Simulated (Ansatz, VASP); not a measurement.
## One calculation of W, two programs

File POSCAR:

```
W
1.0
    0.0000000000     -2.0300000000     -2.0300000000
    0.0000000000      2.0300000000     -2.0300000000
    4.0600000000      0.0000000000      0.0000000000
W
2
Direct
    0.5435410580      0.5000000000      0.5000000000
   -0.0435410580      0.0000000000      0.0000000000
```

Contents of INCAR.step1:

```
SYSTEM = W
PREC = Accurate
ENCUT = 550
ISMEAR = 0
SIGMA = 0.15
LREAL = .FALSE.
LASPH = .TRUE.
NELM = 120
NBANDS = 21
GGA = PE
ALGO = Normal
EDIFF = 1E-5
LWAVE = .TRUE.
LCHARG = .FALSE.
GGA_COMPAT = .FALSE.
```

Contents of INCAR.step2:

```
SYSTEM = W
PREC = Accurate
ENCUT = 550
EDIFF = 1E-6
ISMEAR = 0
SIGMA = 0.15
LREAL = .FALSE.
LASPH = .TRUE.
NELM = 120
ALGO = Normal
ISIF = 2
LWAVE = .FALSE.
LCHARG = .FALSE.
METAGGA = R2SCAN
LMIXTAU = .TRUE.
NBANDS = 21
ISTART = 1
GGA_COMPAT = .FALSE.
```

KPOINTS

```
Automatic mesh
0
G
  16 16 12
  0 0 0
```

Input for Ansatz:

```yaml
crystal:
  lattice:
    - [0.0, -2.03, -2.03]
    - [0.0, 2.03, -2.03]
    - [4.06, 0.0, 0.0]
  atoms:
    - { symbol: W, position: [0.543541058, 0.5, 0.5] }
    - { symbol: W, position: [-0.043541058, 0.0, 0.0] }
basis:
  ecutwfc: 500
kpoints:
  mp_grid: { grid: [16, 16, 12] }
hamiltonian:
  xc: r2scan
scf:
  occupations: { method: gaussian, width: 0.15 }
output:
  forces: true
  stress: true
  eigenvalues: true
```

Change from the starting cell: mode 4 (92.5 1/cm) frozen in, largest displacement +0.125 Å.

Alike in both runs: task single point; functional r2SCAN; k mesh 16 × 16 × 12; occupations gaussian, width 0.15 eV; no spin polarisation.

```csv
,VASP,Ansatz
version,VASP 6.6.1,Ansatz 0.2.0
potentials or method,"VASP PAW PBE potentials, release 64 (W_sv), cutoff 550 eV","scalar-relativistic, plane waves, PAW"
valence electrons in the cell,28,28
```

VASP gave:

* gap on the k mesh at the Fermi level (eV): none
* pressure (GPa): -4.8
* traceless stress, the component that is largest in VASP (GPa): -7.43
* rms of the force components (eV/Å): 0.328

Q: Which values does Ansatz return?

A: gap on the k mesh at the Fermi level (eV): none; pressure (GPa): -5.7; traceless stress, the component that is largest in VASP (GPa): -7.31; rms of the force components (eV/Å): 0.331.

VASP's potentials were made for PBE, not for r2SCAN. Atom by atom the forces differ by 0.002 eV/Å (rms over components). A gap of «none» marks a metal or a gap that the smearing closes.

Spin-orbit coupling is off throughout.
